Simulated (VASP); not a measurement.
# H11C2NO4 in VASP: notebook

Runs on H11C2NO4. Level: PBE+D3(BJ). Tasks: single point.

Everything below comes from runs of VASP 6.6.1. Logs are shortened: lines on timing, memory, paths and dates and some standing lists are left out, and cuts for length are marked.

## (1) The cell of the first run

The cell holds a disordered packing, 18 atoms: a = 6.106 Å, b = 6.106 Å, c = 6.106 Å, α = 90.00°, β = 90.00°, γ = 90.00°.

## (2) Single point, PBE+D3(BJ)

INCAR reads:

```
PREC = Accurate ; ENCUT = 520
EDIFF = 1E-7 ; ISMEAR = -1
SIGMA = 0.05 ; LREAL = Auto
LASPH = True ; NELM = 80
ALGO = Normal ; ISIF = 2
LWAVE = False ; LCHARG = True
GGA = PE ; IVDW = 12
LELF = True ; LVHAR = True
NBANDS = 39
```

KPOINTS reads:

```
regular mesh
0
Gamma
  1 1 1
```

POSCAR reads:

```
H11C2NO4
1.0
    6.1064340000      0.0000000000      0.0000000000
    0.0000000000      6.1064340000      0.0000000000
    0.0000000000      0.0000000000      6.1064340000
O H C N
4 11 2 1
Direct
    0.4775127349      0.3613893149      1.1731560515
    0.9033422780      0.3482556268      1.0091814634
    0.1463374533      0.6860468810      0.1434388712
    0.1543781526      0.0803742413      0.3183363646
    0.6418148464      0.3956155098      1.1209815745
    0.3933719745      0.5111821400      1.1686034763
    1.0112612369      0.4783151672      0.9937551114
    0.8901922137      0.2742025870      0.8649565360
    0.1777469469      0.8351682832      0.2250740776
    0.1623697235      0.7091045281     -0.0117580899
    0.2933627056      0.1508572761      0.2794102090
    0.0540413603      0.1686417965      0.2394851070
    0.6646759795      0.8249659294      0.3361700135
    0.8509712870      0.9691744806      0.5350585956
    0.8198401882      0.6697689683      0.5395292899
    0.7347659862      0.8339073181      0.5093807613
    0.5585911516      0.8557040001      0.6666411198
    0.4510815969      0.9361928746      0.8072469137
```

Potentials or basis: VASP PAW PBE potentials, release 64 (O, H, C, N).

Launch:

```
> cat potpaw_PBE.64/O/POTCAR potpaw_PBE.64/H/POTCAR potpaw_PBE.64/C/POTCAR potpaw_PBE.64/N/POTCAR > POTCAR
> mpirun -np 1 vasp_gam > vasp.out
```

OUTCAR:

```text
PREC = Accurate
   ENCUT = 520
   EDIFF = 1E-7
   ISMEAR = -1
   LREAL = Auto
   LASPH = True
   NELM = 80
   ISIF = 2
   GGA = PE
   IVDW = 12
 IVDW          = 12

 ion  position               nearest neighbor table
   1  0.478  0.361  0.173-   6 1.05   5 1.07
   2  0.903  0.348  0.009-   8 0.99   7 1.04
   3  0.146  0.686  0.143-  10 0.96   9 1.06
   4  0.154  0.080  0.318-  12 0.95  11 0.98
   5  0.642  0.396  0.121-   1 1.07
   6  0.393  0.511  0.169-   1 1.05
   7  0.011  0.478  0.994-   2 1.04
   8  0.890  0.274  0.865-   2 0.99
   9  0.178  0.835  0.225-   3 1.06
  10  0.162  0.709  0.988-   3 0.96
  11  0.293  0.151  0.279-   4 0.98
  12  0.054  0.169  0.239-   4 0.95
  13  0.665  0.825  0.336-  16 1.14
  14  0.851  0.969  0.535-  16 1.10
  15  0.820  0.670  0.540-  16 1.14
  16  0.735  0.834  0.509-  14 1.10  13 1.14  15 1.14  17 1.45
  17  0.559  0.856  0.667-  18 1.19  16 1.45
  18  0.451  0.936  0.807-  17 1.19

  LATTYP: Found a simple cubic cell.
 ALAT       =     6.1064340000

  Lattice vectors:

 A1 = (   6.1064340000,   0.0000000000,   0.0000000000)
 A2 = (   0.0000000000,   6.1064340000,   0.0000000000)
 A3 = (   0.0000000000,   0.0000000000,   6.1064340000)

Analysis of symmetry for initial positions (statically):
=====================================================================
 Subroutine PRICEL returns:
 Original cell was already a primitive cell.

 Routine SETGRP: Setting up the symmetry group for a
 simple cubic supercell.

 Subroutine GETGRP returns: Found  1 space group operations
 (whereof  1 operations were pure point group operations)
 out of a pool of 48 trial point group operations.

The static configuration has the point symmetry C_1 .

Analysis of symmetry for dynamics (positions and initial velocities):
=====================================================================
 Subroutine PRICEL returns:
 Original cell was already a primitive cell.

 Routine SETGRP: Setting up the symmetry group for a
 simple cubic supercell.

 Subroutine GETGRP returns: Found  1 space group operations
 (whereof  1 operations were pure point group operations)
 out of a pool of 48 trial point group operations.

The dynamic configuration has the point symmetry C_1 .

 Subroutine INISYM returns: Found  1 space group operations
 (whereof  1 operations are pure point group operations),
 and found     1 'primitive' translations

----------------------------------------------------------------------------------------

                                     Primitive cell

  volume of cell :     227.7000

  direct lattice vectors                    reciprocal lattice vectors
     6.106434000  0.000000000  0.000000000     0.163761698  0.000000000  0.000000000
     0.000000000  6.106434000  0.000000000     0.000000000  0.163761698  0.000000000
     0.000000000  0.000000000  6.106434000     0.000000000  0.000000000  0.163761698

  length of vectors
     6.106434000  6.106434000  6.106434000     0.163761698  0.163761698  0.163761698

  position of ions in fractional coordinates (direct lattice)
     0.477512735  0.361389315  0.173156052
     0.903342278  0.348255627  0.009181463
     0.146337453  0.686046881  0.143438871
     0.154378153  0.080374241  0.318336365
     0.641814846  0.395615510  0.120981575
     0.393371974  0.511182140  0.168603476
     0.011261237  0.478315167  0.993755111
     0.890192214  0.274202587  0.864956536
     0.177746947  0.835168283  0.225074078
     0.162369723  0.709104528  0.988241910
     0.293362706  0.150857276  0.279410209
     0.054041360  0.168641796  0.239485107
     0.664675979  0.824965929  0.336170014
     0.850971287  0.969174481  0.535058596
     0.819840188  0.669768968  0.539529290
     0.734765986  0.833907318  0.509380761
     0.558591152  0.855704000  0.666641120
     0.451081597  0.936192875  0.807246914

  ion indices of the primitive-cell ions
   primitive index   ion index
                 1           1
                 2           2
                 3           3
                 4           4
                 5           5
                 6           6
                 7           7
                 8           8
                 9           9
                10          10
                11          11
                12          12
                13          13
                14          14
                15          15
                16          16
                17          17
                18          18

----------------------------------------------------------------------------------------

 KPOINTS: regular mesh

Automatic generation of k-mesh.
 Grid dimensions read from file:
 generate k-points for:    1    1    1

 Generating k-lattice:

  Cartesian coordinates                     Fractional coordinates (reciprocal lattice)
     0.163761698  0.000000000  0.000000000     1.000000000  0.000000000  0.000000000
     0.000000000  0.163761698  0.000000000     0.000000000  1.000000000  0.000000000
     0.000000000  0.000000000  0.163761698     0.000000000  0.000000000  1.000000000

  Length of vectors
     0.163761698  0.163761698  0.163761698

  Shift w.r.t. Gamma in fractional coordinates (k-lattice)
     0.000000000  0.000000000  0.000000000

 Subroutine IBZKPT returns following result:
 ===========================================

 Found      1 irreducible k-points:

 Following reciprocal coordinates:
            Coordinates               Weight
  0.000000  0.000000  0.000000      1.000000
   k-points           NKPTS =      1   k-points in BZ     NKDIM =      1   number of bands    NBANDS=     39
   number of dos      NEDOS =    301   number of ions     NIONS =     18
   total plane-waves  NPLWV = 110592
   dimension x,y,z NGX =    48 NGY =   48 NGZ =   48
   dimension x,y,z NGXF=    96 NGYF=   96 NGZF=   96
   ions per type =               4  11   2   1
   NGX,Y,Z   is equivalent  to a cutoff of  13.07, 13.07, 13.07 a.u.
   NGXF,Y,Z  is equivalent  to a cutoff of  26.14, 26.14, 26.14 a.u.
 SYSTEM =  unknown system
   PREC   = accura    normal or accurate (medium, high low for compatibility)
   ISTART =      0    job   : 0-new  1-cont  2-samecut
   ICHARG =      2    charge: 1-file 2-atom 10-const
   ISPIN  =      1    spin polarized calculation?
   LNONCOLLINEAR =      F non collinear calculations
   LSORBIT =      F    spin-orbit coupling
   LASPH  =      T    aspherical Exc in radial PAW
   ENCUT  =  520.0 eV  38.22 Ry    6.18 a.u.  11.35 11.35 11.35*2*pi/ulx,y,z
   NELM   =     80;   NELMIN=  2; NELMDL= -5     # of ELM steps
   EDIFF  = 0.1E-06   stopping-criterion for ELM
   LREAL  =      T    real-space projection
   EDIFFG = 0.1E-05   stopping-criterion for IOM
   NSW    =      0    number of steps for IOM
   IBRION =     -1    ionic relax: 0-MD 1-quasi-New 2-CG
   NFREE  =      0    steps in history (QN), initial steepest desc. (CG)
   ISIF   =      2    stress and relaxation
   ISYM   =      2    0-nonsym 1-usesym 2-fastsym
   POTIM  = 0.5000    time-step for ionic-motion
   TEBEG  =    0.0;   TEEND  =   0.0 temperature during run
   PSTRESS=    0.0 pullay stress
   NELECT =      48.0000    total number of electrons
   NUPDOWN=      -1.0000    fix difference up-down
   EMIN   =  10.00;   EMAX   =-10.00  energy-range for DOS
   EFERMI =   0.00;   METHOD = LEGACY
   ISMEAR =    -1;   SIGMA  =   0.05  broadening in eV -4-tet -1-fermi 0-gaus
   EFERMI_NEDOS =   21; number of points for ismear=-14 and -15
   IALGO  =     38    algorithm
   IMIX   =      4    mixing-type and parameters
     AMIX     =   0.40;   BMIX     =  1.00
     AMIX_MAG =   1.60;   BMIX_MAG =  1.00
  volume/ion in A,a.u.               =      12.65        85.37
  Fermi-wavevector in a.u.,A,eV,Ry     =   0.974318  1.841195 12.915961  0.949296
  Thomas-Fermi vector in A             =   2.104769
   LORBIT       =      0    0 simple, 1 ext, 2 COOP (PROOUT), +10 PAW based schemes
   GGA     = PE    functional components
   LHFCALC =     F    Hartree Fock is set to
   AEXX    =    0.0000 exact exchange contribution
   IVDW    =    12    specifies the selected vdW correction
   LEPSILON=     F    determine dielectric tensor
   LRPA    =     F    only Hartree local field effects (RPA)
 non-spin polarized calculation
  energy-cutoff  :      520.00
  volume of cell :      227.70
 maximum number of plane-waves:      3022
 NGX is ok and might be reduce to    48
   NGX = 23   NGY = 23   NGZ = 23

 number of electron      48.0000000 magnetization

 Free energy of the ion-electron system (eV)
  ---------------------------------------------------
  ext. energy  EPLUGINS =         0.00000000
  ---------------------------------------------------
  free energy    TOTEN  =       -94.37071297 eV

  energy without entropy =      -94.37071297  energy(sigma->0) =      -94.37071297

 E-fermi :  -2.2352     XC(G=0):  -6.2347

 val. band max:       -3.4497842130   @ k =   0.0000   0.0000   0.0000
 cond. band min:       0.5649373766   @ k =   0.0000   0.0000   0.0000
 fundamental gap:      4.0147215896
 Fermi energy:        -2.2351845716

 k-point     1 :       0.0000    0.0000    0.0000
  band No.  band energies     occupation
      1     -22.8507      2.00000
      2     -22.4588      2.00000
      3     -22.0310      2.00000
      4     -20.6068      2.00000
      5     -19.6629      2.00000
      6     -16.1335      2.00000
      7     -11.0972      2.00000
      8     -10.0991      2.00000
      9      -9.9728      2.00000
     10      -9.4991      2.00000
     11      -9.0177      2.00000
     12      -8.4761      2.00000
     13      -8.0695      2.00000
     14      -7.3709      2.00000
     15      -6.8647      2.00000
     16      -6.6107      2.00000
     17      -5.9235      2.00000
     18      -5.4857      2.00000
     19      -5.2142      2.00000
     20      -5.1045      2.00000
     21      -4.8842      2.00000
     22      -4.4980      2.00000
     23      -4.2575      2.00000
     24      -3.4498      2.00000
     25       0.5649      0.00000
     26       1.7653      0.00000
     27       2.2856      0.00000
     28       3.4693      0.00000
     29       4.0638      0.00000
     30       4.5476      0.00000
     31       5.1973      0.00000
     32       5.4662      0.00000
     33       5.6034      0.00000
     34       6.0634      0.00000
     35       6.2231      0.00000
     36       6.7955      0.00000
 [bands above 36 left out]

------------------------ aborting loop because EDIFF is reached ----------------------------------------

 Edisp (eV)   -0.59401

 E8    (eV) :    -0.1272

  FORCE on cell =-STRESS in cart. coord.  units (eV):
  Direction    XX          YY          ZZ          XY          YZ          ZX
  --------------------------------------------------------------------------------------
  -------------------------------------------------------------------------------------
  Total      -4.37009    -4.98840    -3.52760     0.08595    -1.89446     0.70743
  in kB     -30.74951   -35.10013   -24.82146     0.60481   -13.33007     4.97771
  external pressure =      -30.22 kB  Pullay stress =        0.00 kB

 VOLUME and BASIS-vectors are now :
 -----------------------------------------------------------------------------
  energy-cutoff  :      520.00
  volume of cell :      227.70
      direct lattice vectors                 reciprocal lattice vectors
     6.106434000  0.000000000  0.000000000     0.163761698  0.000000000  0.000000000
     0.000000000  6.106434000  0.000000000     0.000000000  0.163761698  0.000000000
     0.000000000  0.000000000  6.106434000     0.000000000  0.000000000  0.163761698

 POSITION                                       TOTAL-FORCE (eV/Angst)
 -----------------------------------------------------------------------------------
      2.91590      2.20680      1.05737         1.619615      2.550308     -0.568917
      5.51620      2.12660      0.05607         0.930866      0.831698     -1.129628
      0.89360      4.18930      0.87590         0.440907      0.314082      0.994548
      0.94270      0.49080      1.94390         1.058965     -1.101463      1.067967
      3.91920      2.41580      0.73877        -2.652749     -0.743786      0.698477
      2.40210      3.12150      1.02957         0.900253     -1.986391      0.077803
      0.06877      2.92080      6.06830        -1.530074     -1.787296      0.621431
      5.43590      1.67440      5.28180         0.179733      0.500409      0.856670
      1.08540      5.09990      1.37440        -0.757094     -0.662980     -1.083737
      0.99150      4.33010      6.03463         0.628177      1.084794     -0.367734
      1.79140      0.92120      1.70620         0.603718      0.395863     -0.018630
      0.33000      1.02980      1.46240        -1.328183      0.780177     -1.112584
      4.05880      5.03760      2.05280         0.643673      0.274856      0.940426
      5.19640      5.91820      3.26730        -0.029864     -0.151518     -0.308304
      5.00630      4.08990      3.29460        -0.428959      1.166429     -0.378716
      4.48680      5.09220      3.11050        -0.267759     -2.016898     -0.658371
      3.41100      5.22530      4.07080        -0.564072      2.032031      1.745768
      2.75450      5.71680      4.92940         0.552847     -1.480317     -1.376469
 -----------------------------------------------------------------------------------
    total drift:                                0.005328     -0.004952     -0.001890

  FREE ENERGIE OF THE ION-ELECTRON SYSTEM (eV)
  ---------------------------------------------------
  free  energy   TOTEN  =       -94.9647188414 eV

  energy  without entropy=      -94.9647188413  energy(sigma->0) =      -94.96471884
```

Run time: 38 s. Hardware: 1 thread of Intel Xeon 8259CL, shared host; peak memory 0.32 GiB.

Results:

* Free energy: -94.9647 eV
* Pressure: -3.0 GPa
* Largest force: 3.074 eV/Å
* Dispersion energy per atom: -0.033 eV

Forces on the atoms (eV/Å):
```
O    1.620  2.550 -0.569
O    0.931  0.832 -1.130
O    0.441  0.314  0.995
O    1.059 -1.101  1.068
H   -2.653 -0.744  0.698
H    0.900 -1.986  0.078
H   -1.530 -1.787  0.621
H    0.180  0.500  0.857
H   -0.757 -0.663 -1.084
H    0.628  1.085 -0.368
H    0.604  0.396 -0.019
H   -1.328  0.780 -1.113
H    0.644  0.275  0.940
H   -0.030 -0.152 -0.308
H   -0.429  1.166 -0.379
C   -0.268 -2.017 -0.658
C   -0.564  2.032  1.746
N    0.553 -1.480 -1.376
```

Caveat: the k points lie up to 1.03 Å⁻¹ apart.

## (3) Single point, PBE+D3(BJ)

INCAR reads:

```
PREC = Accurate
ENCUT = 520
EDIFF = 1E-7
ISMEAR = -1
SIGMA = 0.05
LREAL = Auto
LASPH = True
NELM = 100
ALGO = Normal
ISIF = 2
LWAVE = False
LCHARG = False
GGA = PE
IVDW = 12
NBANDS = 39
```

KPOINTS reads:

```
Automatic mesh
0
Gamma
  1 1 1
```

POSCAR reads:

```
H11C2NO4
1.0
    6.1064340000      0.0000000000      0.0000000000
    0.0000000000      6.1064340000      0.0000000000
    0.0000000000      0.0000000000      6.1064340000
O H C N
4 11 2 1
Direct
    0.4538164172      0.3570660061      1.1850451507
    0.8787943995      0.2846669595      1.0022543435
    0.2006080799      0.7069920022      0.0841080080
    0.1583575619      0.0705812918      0.3344341395
    0.5005540058      0.2874345322      1.0582280919
    0.3577046767      0.4819015484      1.1359330175
    0.9236814809      0.4428607597      0.9999780559
    0.9129550897      0.2490651663      0.8446500855
    0.1515450752      0.7659134611      0.2150682379
    0.2946564230      0.8196272980      0.0051748697
    0.2598243099      0.1821030081      0.3175830608
    0.0321627975      0.1088360244      0.2614946792
    0.5554960555      0.8704425529      0.3332550552
    0.7911818911      1.0209395533      0.4491655850
    0.7692050712      0.7077289298      0.4336737284
    0.6977885948      0.8655952066      0.4438269537
    0.5741485129      0.8836581219      0.6542934878
    0.4472495732      0.8628440101      0.7987313054
```

Potentials or basis: VASP PAW PBE potentials, release 64 (O, H, C, N).

Launch:

```
> cat potpaw_PBE.64/O/POTCAR potpaw_PBE.64/H/POTCAR potpaw_PBE.64/C/POTCAR potpaw_PBE.64/N/POTCAR > POTCAR
> mpirun -np 1 vasp_gam > vasp.out
```

It took 37 s on 1 thread of Intel Xeon 8259CL, shared host; peak memory 0.32 GiB.

The run converged. Its results:

- Free energy: -94.7036 eV
- Pressure: 1.7 GPa
- Largest force: 4.285 eV/Å
- Dispersion energy per atom: -0.033 eV

Forces on the atoms (eV/Å):
```
O   -1.106  1.578  2.191
O    0.659  0.935 -2.005
O    0.612 -1.449 -2.257
O    0.028 -3.338  2.687
H    1.048 -1.139 -2.032
H    0.228 -0.112  0.144
H   -0.197 -0.870  0.438
H   -0.227 -0.108  1.435
H   -0.633  1.464  2.263
H   -0.703 -0.840  0.313
H    2.198  2.400 -0.779
H   -2.293  1.125 -1.882
H    0.328  0.243 -0.694
H    0.366 -0.819 -0.861
H    1.075 -0.749 -0.093
C   -2.221  2.060  2.141
C   -1.206 -1.491  0.611
N    2.046  1.111 -1.619
```

Stress tensor (GPa, compression positive):
```
 2.45 -0.55 -0.28
-0.55  1.17  0.25
-0.28  0.25  1.48
```

Levels at points of the mesh, in eV from the Fermi level:
```
           k point  band 20  band 21  band 22  band 23  band 24  band 25  band 26  band 27  band 28  band 29
(0.00, 0.00, 0.00)    -2.76    -2.20    -1.72    -1.53    -1.19     3.14     4.25     4.48     6.17     6.90
```

Caveat: the k points lie up to 1.03 Å⁻¹ apart.

## (4) Single point, PBE+D3(BJ)

INCAR reads:

```
SYSTEM = H11C2NO4
ALGO = Normal
EDIFF = 1E-7
ENCUT = 520
GGA = PE
ISIF = 2
ISMEAR = -1
IVDW = 12
LASPH = .True.
LCHARG = .True.
LELF = .True.
LREAL = Auto
LVHAR = .True.
LWAVE = .False.
NBANDS = 39
NELM = 60
PREC = Accurate
SIGMA = 0.05
```

KPOINTS reads:

```
k-points
0
Gamma
  1 1 1
  0 0 0
```

POSCAR reads:

```
H11C2NO4
1.0
    6.1064340000      0.0000000000      0.0000000000
    0.0000000000      6.1064340000      0.0000000000
    0.0000000000      0.0000000000      6.1064340000
O H C N
4 11 2 1
Direct
    0.4287608775      0.3559524266      1.1833420291
    0.9028509929      0.3024678560      0.9544359277
    0.1438482754      0.6642010705      0.0949490324
    0.1657923430      0.0341279378      0.3372508407
    0.5818125603      0.4149393902      1.1993251708
    0.3363173990      0.4992275361      1.1780361501
    0.9642943820      0.4432046592      0.9586609796
    0.9518484929      0.2220772385      0.8277498782
    0.1119802490      0.7888073465      0.1899144411
    0.2654413361      0.7291489599     -0.0104316202
    0.2795248422      0.1523966361      0.3398546517
    0.0452146048      0.1112760737      0.2740715776
    0.5204346759      0.7725949384      0.3592112844
    0.6702930057      1.0300938322      0.3941744069
    0.7690413095      0.7336851590      0.4788555809
    0.6258480809      0.8555893669      0.4529976088
    0.5313412050      0.8958256161      0.6630219863
    0.5100849366      0.8897009286      0.8482200905
```

Launch:

```
> cat potpaw_PBE.64/O/POTCAR potpaw_PBE.64/H/POTCAR potpaw_PBE.64/C/POTCAR potpaw_PBE.64/N/POTCAR > POTCAR
> mpirun -np 1 vasp_gam > vasp.out
```

Run time: 40 s. Hardware: 1 thread of Intel Xeon 8259CL, shared host; peak memory 0.32 GiB.

The run converged. Its results:

| Item | Value |
| --- | --- |
| Free energy | -94.5480 eV |
| Pressure | 0.9 GPa |
| Largest force | 4.678 eV/Å |
| Dispersion energy per atom | -0.034 eV |

Forces in eV/Å, atoms in the order of the input:
```
O    1.012  1.948  0.609
O   -1.420 -2.076  0.517
O    1.747  0.488 -2.030
O    0.609  0.146  0.962
H   -1.161 -0.867 -0.363
H    0.272 -1.512 -0.029
H    1.240  1.870 -0.073
H    0.255  0.108 -0.180
H    0.310  0.564  0.303
H   -1.700 -0.482  1.352
H   -0.108 -0.477 -0.527
H   -0.882  0.576 -0.649
H   -2.667 -1.431 -2.761
H   -0.021 -1.864 -0.301
H   -0.778  1.523 -0.172
C    3.590  2.381  1.825
C    1.157 -1.000 -1.737
N   -1.454  0.105  3.254
```

Stress tensor (GPa, compression positive):
```
-0.59  0.69  1.09
 0.69 -1.28  1.56
 1.09  1.56  4.58
```

Levels at points of the mesh, in eV from the Fermi level:
| k point | band 20 | band 21 | band 22 | band 23 | band 24 | band 25 | band 26 | band 27 | band 28 | band 29 |
| --- | --- | --- | --- | --- | --- | --- | --- | --- | --- | --- |
| (0.00, 0.00, 0.00) | -2.62 | -1.96 | -1.69 | -1.43 | -1.27 | 3.29 | 4.81 | 4.98 | 6.43 | 7.01 |

Caveat: the k points lie up to 1.03 Å⁻¹ apart.

(Part 1 of 2 ends here.)
